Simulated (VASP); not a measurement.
# Al3In5As8 (P1) in VASP: a series of runs

Aim: see how the results for Al3In5As8 move with the level of theory and the settings. Levels: PBEsol, HSE06. Tasks: relaxation of volume and atoms at fixed shape, single point.

All numbers are computed with VASP 6.6.1; they aren't measurements. Logs are shortened: lines on timing, memory, paths and dates and some standing lists are left out, and cuts for length are marked.

**1. The cell of the first run**

The typed cell holds 64 atoms: a = 11.861 Å, b = 11.861 Å, c = 11.861 Å, α = 90.00°, β = 90.00°, γ = 90.00°.

**2. Relaxation of volume and atoms at fixed shape, PBEsol**

INCAR reads:

```
SYSTEM = Al3In5As8
  PREC = Accurate
  ENCUT = 500
  EDIFF = 1E-7
  ISMEAR = -1
  SIGMA = 0.05
  LREAL = Auto
  LASPH = .TRUE.
  NELM = 120
  ALGO = Normal
  ISIF = 8
  LWAVE = .FALSE.
  LCHARG = .FALSE.
  GGA = PS
  IBRION = 2
  NSW = 100
  EDIFFG = -0.03
  ISYM = -1
  GGA_COMPAT = .FALSE.
  NELMIN = 4
  KPAR = 1
```

KPOINTS reads:

```
explicit points
1
Reciprocal
  0.25000000   0.25000000   0.25000000 1
```

POSCAR reads:

```
Al3In5As8
1.0
   11.8606130000      0.0000000000      0.0000000000
    0.0000000000     11.8606130000      0.0000000000
    0.0000000000      0.0000000000     11.8606130000
In Al As
20 12 32
Direct
    0.0013950000      0.0012410000      0.9998080000
    0.9995510000      0.9998670000      0.5011690000
    0.4994380000      0.0005900000      0.0015070000
    0.4997600000      0.9994820000      0.4977520000
    0.4991350000      0.5009620000      0.5009760000
    0.2503540000      0.2515910000      0.9988170000
    0.2490220000      0.2485300000      0.5011090000
    0.7487510000      0.2501140000      0.0010030000
    0.7480090000      0.2472570000      0.5005570000
    0.7473220000      0.7493160000      0.5014000000
    0.2486760000      0.0042280000      0.2502370000
    0.2515650000      0.9994970000      0.7507530000
    0.2515560000      0.4987810000      0.7498840000
    0.7524630000      0.9993220000      0.2477260000
    0.7500640000      0.9975990000      0.7501470000
    0.0011330000      0.2499310000      0.2504400000
    0.9969850000      0.2482160000      0.7504570000
    0.4996120000      0.2521100000      0.2499140000
    0.4988100000      0.2490380000      0.7517750000
    0.5010950000      0.7513150000      0.7517380000
    0.0009430000      0.5002750000      0.9989110000
    0.0014130000      0.4989080000      0.5002420000
    0.4991610000      0.4992210000      0.9973490000
    0.2468150000      0.7497520000      0.0019680000
    0.2490270000      0.7480580000      0.4987330000
    0.7484390000      0.7494200000      0.0004170000
    0.2487920000      0.4981440000      0.2467050000
    0.7485930000      0.5014840000      0.2508510000
    0.7490750000      0.4976620000      0.7477980000
    0.0004210000      0.7517140000      0.2505010000
    0.0018370000      0.7502140000      0.7530710000
    0.4986030000      0.7492780000      0.2473920000
    0.1252780000      0.1252820000      0.1259100000
    0.1280190000      0.1229880000      0.6220410000
    0.1254780000      0.6218840000      0.1270920000
    0.1254340000      0.6229710000      0.6270380000
    0.6246870000      0.1236400000      0.1253450000
    0.6255780000      0.1262330000      0.6254640000
    0.6190200000      0.6250670000      0.1222760000
    0.6248410000      0.6225650000      0.6280960000
    0.3754470000      0.3765970000      0.1249910000
    0.3765760000      0.3715640000      0.6261260000
    0.3777960000      0.8755850000      0.1261520000
    0.3715680000      0.8748060000      0.6253720000
    0.8755170000      0.3747650000      0.1242940000
    0.8758210000      0.3756950000      0.6265740000
    0.8752990000      0.8767660000      0.1215260000
    0.8736880000      0.8773170000      0.6225290000
    0.3734000000      0.1266360000      0.3741910000
    0.3731430000      0.1251820000      0.8747880000
    0.3747160000      0.6245060000      0.3763980000
    0.3733370000      0.6259090000      0.8745560000
    0.8744270000      0.1241640000      0.3724520000
    0.8723590000      0.1265420000      0.8719250000
    0.8722860000      0.6261260000      0.3766440000
    0.8732120000      0.6239230000      0.8755120000
    0.1265230000      0.3765830000      0.3747210000
    0.1246970000      0.3758240000      0.8745980000
    0.1241370000      0.8728860000      0.3787690000
    0.1245550000      0.8759350000      0.8740600000
    0.6284540000      0.3783500000      0.3729250000
    0.6194420000      0.3757920000      0.8748340000
    0.6239810000      0.8721330000      0.3767450000
    0.6258850000      0.8749880000      0.8736300000
```

Potentials or basis: VASP PAW PBE potentials, release 64 (In_d, Al, As).

On the command line:

```console
cat potpaw_PBE.64/In_d/POTCAR potpaw_PBE.64/Al/POTCAR potpaw_PBE.64/As/POTCAR > POTCAR
mpirun -np 4 vasp_std > vasp.out
```

OUTCAR:

```text
SYSTEM = Al3In5As8
   PREC = Accurate
   ENCUT = 500
   EDIFF = 1E-7
   ISMEAR = -1
   LREAL = Auto
   LASPH = .TRUE.
   NELM = 120
   ISIF = 8
   GGA = PS
   IBRION = 2
   NSW = 100
   EDIFFG = -0.03
   ISYM = -1
   NELMIN = 4

 ion  position               nearest neighbor table
   1  0.001  0.001  1.000-  47 2.55  33 2.56  60 2.56  54 2.62
   2  1.000  1.000  0.501-  48 2.53  34 2.55  59 2.56  53 2.59
   3  0.499  0.001  0.002-  43 2.54  37 2.55  50 2.59  64 2.60
   4  0.500  0.999  0.498-  63 2.55  49 2.58  38 2.60  44 2.61
   5  0.499  0.501  0.501-  51 2.55  40 2.56  42 2.58  61 2.60
   6  0.250  0.252  0.999-  50 2.56  58 2.56  41 2.58  33 2.59
[... 56 lines left out ...]
  63  0.624  0.872  0.377-  10 2.54   4 2.55  32 2.59  14 2.63
  64  0.626  0.875  0.874-  15 2.54  20 2.54  26 2.57   3 2.60

IMPORTANT INFORMATION: All symmetrisations will be switched off!
NOSYMM: (Re-)initialisation of all symmetry stuff for point group C_1.

----------------------------------------------------------------------------------------

                                     Primitive cell

  volume of cell :    1668.4815

  direct lattice vectors                    reciprocal lattice vectors
    11.860613000  0.000000000  0.000000000     0.084312674  0.000000000  0.000000000
     0.000000000 11.860613000  0.000000000     0.000000000  0.084312674  0.000000000
     0.000000000  0.000000000 11.860613000     0.000000000  0.000000000  0.084312674

  length of vectors
    11.860613000 11.860613000 11.860613000     0.084312674  0.084312674  0.084312674

  position of ions in fractional coordinates (direct lattice)
     0.001395000  0.001241000  0.999808000
     0.999551000  0.999867000  0.501169000
     0.499438000  0.000590000  0.001507000
     0.499760000  0.999482000  0.497752000
     0.499135000  0.500962000  0.500976000
     0.250354000  0.251591000  0.998817000
[... 56 lines left out ...]
     0.623981000  0.872133000  0.376745000
     0.625885000  0.874988000  0.873630000

  ion indices of the primitive-cell ions
   primitive index   ion index
                 1           1
                 2           2
                 3           3
                 4           4
                 5           5
                 6           6
[... 56 lines left out ...]
                63          63
                64          64

----------------------------------------------------------------------------------------

 KPOINTS: explicit points
[... 81 lines left out ...]
  --------------------------------------------------------------------------------------
  -------------------------------------------------------------------------------------
  Total        7.4623633      7.6423805      7.3658682     -4.4701346     -5.5830998     -5.9938483
  in kB        7.1658146      7.3386780      7.0731541     -4.2924948     -5.3612315     -5.7556572
  external PRESSURE =       7.1925489 kB  Pullay stress =       0.0000000 kB
[... 183 lines left out ...]
--------------------------------------- Ionic step        3  -------------------------------------------

 number of electron     456.0000131 magnetization

 E-fermi :   4.4052     XC(G=0):  -9.1035

 val. band max:        3.7074072658   @ k =   0.2500   0.2500   0.2500
 cond. band min:       5.0876933675   @ k =   0.2500   0.2500   0.2500
 fundamental gap:      1.3802861017
 Fermi energy:         4.4052373642

 k-point     1 :       0.2500    0.2500    0.2500
  band No.  band energies     occupation
      1     -10.5915      2.00000
      2     -10.5747      2.00000
      3     -10.5612      2.00000
      4     -10.5537      2.00000
      5     -10.5417      2.00000
      6     -10.5346      2.00000
[... 232 lines left out ...]
    239       6.0859      0.00000
    240       6.1020      0.00000
 [bands above 240 left out]

------------------------ aborting loop because EDIFF is reached ----------------------------------------

  FORCE on cell =-STRESS in cart. coord.  units (eV):
  Direction    XX          YY          ZZ          XY          YZ          ZX
  --------------------------------------------------------------------------------------
  -------------------------------------------------------------------------------------
  Total      -14.0472626    -13.1738958    -13.9762683     -5.5025291     -4.9510547     -5.0295710
  in kB      -13.1287268    -12.3124686    -13.0623747     -5.1427244     -4.6273104     -4.7006926
  external PRESSURE =     -12.8345233 kB  Pullay stress =       0.0000000 kB
[... 79 lines left out ...]
  FREE ENERGIE OF THE ION-ELECTRON SYSTEM (eV)
  ---------------------------------------------------
  free  energy   TOTEN  =      -288.6336798145 eV

  energy  without entropy=     -288.6336759034  energy(sigma->0) =     -288.63367786

[... ionic steps 4 to 11 ...]

--------------------------------------- Ionic step       12  -------------------------------------------

 number of electron     456.0000013 magnetization

------------------------ aborting loop because EDIFF is reached ----------------------------------------
[... 191 lines left out ...]
--------------------------------------- Ionic step       14  -------------------------------------------

 number of electron     456.0000010 magnetization

 Free energy of the ion-electron system (eV)
  ---------------------------------------------------
  ext. energy  EPLUGINS =         0.00000000
  ---------------------------------------------------
  free energy    TOTEN  =      -289.74498045 eV

  energy without entropy =     -289.74497786  energy(sigma->0) =     -289.74497916

 E-fermi :   4.6630     XC(G=0):  -9.2129

 val. band max:        3.9518461265   @ k =   0.2500   0.2500   0.2500
 cond. band min:       5.3642560893   @ k =   0.2500   0.2500   0.2500
 fundamental gap:      1.4124099628
 Fermi energy:         4.6630478435

 k-point     1 :       0.2500    0.2500    0.2500
  band No.  band energies     occupation
      1     -10.2789      2.00000
      2     -10.2658      2.00000
      3     -10.2553      2.00000
      4     -10.2547      2.00000
      5     -10.2491      2.00000
      6     -10.2449      2.00000
[... 232 lines left out ...]
    239       6.3032      0.00000
    240       6.3306      0.00000
 [bands above 240 left out]

------------------------ aborting loop because EDIFF is reached ----------------------------------------

  FORCE on cell =-STRESS in cart. coord.  units (eV):
  Direction    XX          YY          ZZ          XY          YZ          ZX
  --------------------------------------------------------------------------------------
  -------------------------------------------------------------------------------------
  Total       -0.3982792      0.1779687     -0.3090867     -5.3825249     -5.4257071     -5.2372617
  in kB       -0.3820593      0.1707209     -0.2964992     -5.1633227     -5.2047463     -5.0239753
  external PRESSURE =      -0.1692792 kB  Pullay stress =       0.0000000 kB
[... 79 lines left out ...]
  FREE ENERGIE OF THE ION-ELECTRON SYSTEM (eV)
  ---------------------------------------------------
  free  energy   TOTEN  =      -289.7449804467 eV

  energy  without entropy=     -289.7449778633  energy(sigma->0) =     -289.74497916

 reached required accuracy - stopping structural energy minimisation
```

Wall time 35 min (4 MPI ranks of AMD EPYC 9R45 (Zen 5), shared host); peak memory 0.57 GiB.

What came out:

```
Free energy                           : -289.7450 eV
Relaxed volume                        : 26.10 Å³/atom
Relaxed cell                          : a = 11.865 Å, b = 11.865 Å, c = 11.865 Å, α = 90.00°, β = 90.00°, γ = 90.00°
Space group after relaxing (to 0.1 Å) : P1 (No. 1)
Energy gained by relaxing             : 40.5 meV/atom
Ionic steps                           : 14
Pressure after relaxing               : 0.0 GPa
Largest force after relaxing          : 0.029 eV/Å
Band gap on the k mesh                : 1.41 eV
```

Forces in eV/Å, atoms in the order of the input:
```
In   0.005 -0.024  0.005
In   0.009  0.002  0.006
In  -0.002  0.007 -0.001
In  -0.011  0.007  0.010
In   0.000  0.003 -0.009
In   0.009 -0.017  0.015
In   0.014 -0.001  0.005
In   0.002  0.008 -0.005
In   0.008 -0.003  0.018
In   0.007  0.009 -0.011
In   0.005 -0.007 -0.002
In   0.003  0.007 -0.010
In  -0.013  0.011  0.001
In  -0.018  0.004  0.012
In  -0.004  0.028  0.002
In   0.007 -0.005  0.011
In   0.004  0.015 -0.001
In  -0.003 -0.009  0.005
In   0.024 -0.006  0.002
In  -0.008  0.008  0.002
Al  -0.013 -0.003 -0.009
Al   0.001 -0.006  0.007
Al   0.018 -0.009  0.014
Al  -0.005 -0.001 -0.019
Al  -0.010  0.008 -0.017
Al   0.005 -0.003 -0.006
Al  -0.002 -0.001  0.003
Al  -0.009 -0.011  0.006
Al   0.004  0.007  0.001
Al  -0.002 -0.006 -0.016
Al   0.005 -0.005 -0.013
Al  -0.011  0.001 -0.011
As  -0.002  0.000 -0.009
As  -0.006  0.011  0.008
As   0.006  0.003 -0.013
As  -0.009  0.009 -0.015
As   0.004  0.001 -0.002
As  -0.011 -0.003  0.004
As   0.003  0.000  0.008
As   0.002  0.003 -0.004
As  -0.005 -0.007  0.001
As   0.002  0.004  0.002
As  -0.002 -0.011 -0.013
As  -0.005 -0.005 -0.010
As   0.004 -0.005  0.008
As  -0.001  0.014  0.013
As  -0.019  0.002  0.013
As  -0.004  0.019  0.009
As   0.000 -0.004  0.010
As   0.003  0.004  0.000
As  -0.003  0.013  0.006
As   0.010 -0.004  0.005
As   0.006 -0.009  0.002
As   0.014 -0.008  0.009
As  -0.003 -0.021 -0.021
As   0.004  0.003 -0.009
As   0.003 -0.004  0.008
As   0.010 -0.011  0.020
As  -0.011 -0.014 -0.010
As   0.000 -0.019 -0.013
As   0.006 -0.004  0.004
As   0.003  0.010  0.004
As  -0.016  0.012 -0.009
As   0.001  0.010 -0.004
```

The path:
```tsv
step	energy change (eV)	largest force (eV/Å)	pressure (GPa)	volume (Å³)
1	0.0000	1.5732	0.72	1668.48
2	-1.2722	0.8325	-0.61	1696.90
3	-1.4829	0.5926	-1.28	1714.27
4	-2.0779	0.5736	0.19	1668.68
5	-2.1255	0.5663	0.82	1651.45
6	-2.4847	0.2674	0.30	1662.57
7	-2.5231	0.3180	0.09	1667.50
8	-2.5720	0.1196	-0.12	1672.78
9	-2.5753	0.1142	-0.18	1674.57
10	-2.5855	0.0724	0.14	1666.06
11	-2.5856	0.0736	0.10	1666.87
12	-2.5915	0.0392	0.02	1669.08
13	-2.5920	0.0476	-0.01	1669.93
14	-2.5942	0.0293	-0.02	1670.20
```

Final structure:
```
In Al As
1.0
    11.86467    0.00000    0.00000
     0.00000   11.86467    0.00000
     0.00000    0.00000   11.86467
In Al As
20 12 32
Direct
  0.99970 0.99220 0.99993
  0.00180 0.99324 0.49943
  0.49947 0.99361 0.00320
  0.49785 0.99476 0.49735
  0.49982 0.50522 0.49580
  0.24985 0.25703 0.00284
  0.24691 0.25491 0.49794
  0.75011 0.25888 0.00128
  0.75267 0.25617 0.50017
  0.75312 0.74367 0.49831
  0.24964 0.99207 0.25011
  0.24832 0.99231 0.75047
  0.24675 0.50640 0.75186
  0.75055 0.99208 0.24785
  0.75169 0.99479 0.75185
  0.00015 0.25887 0.25045
  0.99818 0.25633 0.74993
  0.50030 0.25779 0.24847
  0.50250 0.25368 0.75344
  0.49916 0.74640 0.75428
  0.99765 0.50805 0.00152
  0.99930 0.50661 0.49739
  0.50073 0.50696 0.00328
  0.24597 0.74353 0.00390
  0.24440 0.74409 0.49534
  0.75135 0.74143 0.00174
  0.24750 0.50784 0.24754
  0.75147 0.50722 0.24536
  0.75340 0.50393 0.75381
  0.00044 0.74159 0.24730
  0.99961 0.74293 0.75187
  0.49648 0.74282 0.24557
  0.12393 0.12419 0.12608
  0.12386 0.12502 0.62548
  0.12312 0.62431 0.12454
  0.11787 0.63029 0.61885
  0.62534 0.12583 0.12486
  0.62562 0.12342 0.62405
  0.62519 0.62546 0.12547
  0.63089 0.61874 0.63225
  0.37503 0.39298 0.12634
  0.37449 0.37866 0.62548
  0.37241 0.85844 0.12357
  0.36703 0.86177 0.61689
  0.87577 0.39256 0.12465
  0.87637 0.39246 0.62474
  0.87564 0.85643 0.12450
  0.88165 0.86475 0.63164
  0.37366 0.12655 0.37222
  0.37373 0.12346 0.87658
  0.36762 0.63047 0.36799
  0.37320 0.62577 0.88951
  0.87562 0.12361 0.37392
  0.87435 0.12630 0.87667
  0.88055 0.61889 0.36661
  0.87553 0.62492 0.87623
  0.12598 0.39309 0.37497
  0.11648 0.38570 0.88289
  0.12165 0.85835 0.37160
  0.12466 0.85675 0.87561
  0.63385 0.38628 0.36691
  0.62461 0.39250 0.87693
  0.61729 0.86154 0.36727
  0.63257 0.86541 0.88377
```

Levels at points of the mesh, in eV from the valence-band top:
| k point | band 226 | band 227 | band 228 | band 229 | band 230 | band 231 |
| --- | --- | --- | --- | --- | --- | --- |
| (0.25, 0.25, 0.25) | -0.31 | -0.07 | 0.00 | 1.41 | 1.58 | 1.79 |

Caveat: the PAW data sets were made with another functional, which shifts forces and pressure a little; spin-orbit coupling is left out, which moves the levels of the heavy elements; a shifted mesh leaves out Γ, where band edges can lie. A k mesh can miss the band edges.

[end of part 1 of 2]
